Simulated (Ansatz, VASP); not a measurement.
## Ru: VASP beside Ansatz

INCAR

```
PREC = Accurate ; ENCUT = 520
EDIFF = 1E-6 ; ISMEAR = -1
SIGMA = 0.1 ; LREAL = False
LASPH = True ; NELM = 100
ALGO = Normal ; ISIF = 2
LWAVE = False ; LCHARG = True
GGA = PE ; LELF = True
LVHAR = True ; NBANDS = 28
```

The input KPOINTS:

```
Automatic mesh
0
Gamma
  10 10 13
```

Contents of POSCAR:

```
Ru
1.0
    4.2696732638      0.0000000000      0.0000000000
   -2.1348366319      3.6976455123      0.0000000000
    0.0000000000      0.0000000000      2.6831934033
Ru
3
Direct
    0.0000000000      0.0000000000      0.0000000000
    0.3333333333      0.6666666667      0.5000000000
    0.6666666667      0.3333333333      0.5000000000
```

Input for Ansatz:

```yaml
crystal:
  lattice:
    - [4.2696732638, 0.0, 0.0]
    - [-2.1348366319, 3.6976455123, 0.0]
    - [0.0, 0.0, 2.6831934033]
  atoms:
    - { symbol: Ru, position: [0.0, 0.0, 0.0] }
    - { symbol: Ru, position: [0.3333333333, 0.6666666667, 0.5] }
    - { symbol: Ru, position: [0.6666666667, 0.3333333333, 0.5] }
hamiltonian:
  xc: pbe
  pseudopotentials:
    kind: paw
    azcp:
      Ru: "pseudopotentials/Ru.paw.azcp"
basis:
  ecutwfc: 420
  fft_grid_basis: typed
kpoints:
  mp_grid: { grid: [10, 10, 13], shift: [0, 0, 0] }
magnetization:
  spin_polarized: false
scf:
  occupations: { method: fermi_dirac, width: 0.1 }
  lower_state_search: "off"
output:
  stress: true
```

Alike in both runs: task single point; functional PBE; k mesh 10 × 10 × 13; occupations fermi-dirac, width 0.1 eV; no spin polarisation.

```csv
,VASP,Ansatz
version,VASP 6.6.1,Ansatz 0.2.0
potentials or method,"VASP PAW PBE potentials, release 64 (Ru_pv), cutoff 520 eV","plane waves (420 eV) with PAW, scalar-relativistic"
valence electrons in the cell,42,48
```

Ansatz gave:

| Property | Result |
| --- | --- |
| pressure (GPa) | 0.0 |
| traceless stress, the component that is largest in VASP (GPa) | 0.36 |

Problem. Estimate VASP's values.

Solution. Pressure (GPa): 0.0; traceless stress, the component that is largest in VASP (GPa): 0.26.

With one functional, cell and mesh, what is left measures potentials, basis and numerics. VASP's potentials hold 42 valence electrons a cell and Ansatz's 48, so a difference there can come from the potentials and not from the codes.
